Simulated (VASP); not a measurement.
A run of VASP 6.6.1 is set up as follows.

Contents of INCAR:

```
SYSTEM = Ti3C2
PREC = Accurate
ENCUT = 520
EDIFF = 1E-6
ISMEAR = 0
SIGMA = 0.1
LREAL = .FALSE.
LASPH = .TRUE.
NELM = 60
ALGO = Normal
ISIF = 2
LWAVE = .FALSE.
LCHARG = .FALSE.
GGA = PS
NBANDS = 55
```

The input KPOINTS:

```
Automatic mesh
0
G
  12 12 4
  0 0 0
```

Contents of POSCAR:

```
Ti3C2
1.0
    3.0918811677      0.0000000000      0.0000000000
   -1.5459405838      2.6776476367      0.0000000000
    0.0000000000      0.0000000000     15.3762687575
Ti C
6 4
Direct
    0.3333333333      0.6666666667      0.8474876932
    0.6666666667      0.3333333333      0.3474876932
    0.6666666667      0.3333333333      0.1525123068
    0.3333333333      0.6666666667      0.6525123068
    0.0000000000      0.0000000000      0.0000000000
    0.0000000000      0.0000000000      0.5000000000
    0.6666666667      0.3333333333      0.9156271249
    0.3333333333      0.6666666667      0.4156271249
    0.6666666667      0.3333333333      0.5843728751
    0.3333333333      0.6666666667      0.0843728751
```

Potentials or basis: VASP PAW PBE potentials, release 64 (Ti_sv, C).

Launch:

```bash
$ cat potpaw_PBE.64/Ti_sv/POTCAR potpaw_PBE.64/C/POTCAR > POTCAR
$ mpirun -np 1 vasp_std > vasp.out
```

(1) Predict the band gap on the k mesh.

(2) Estimate the largest force.

Answers

(1) zero (bands 44 and 45 overlap by 0.58 eV).

(2) 0.022 eV/Å.

Caveat: the cell stands under tension; the PAW data sets were made with another functional, which shifts forces and pressure a little.
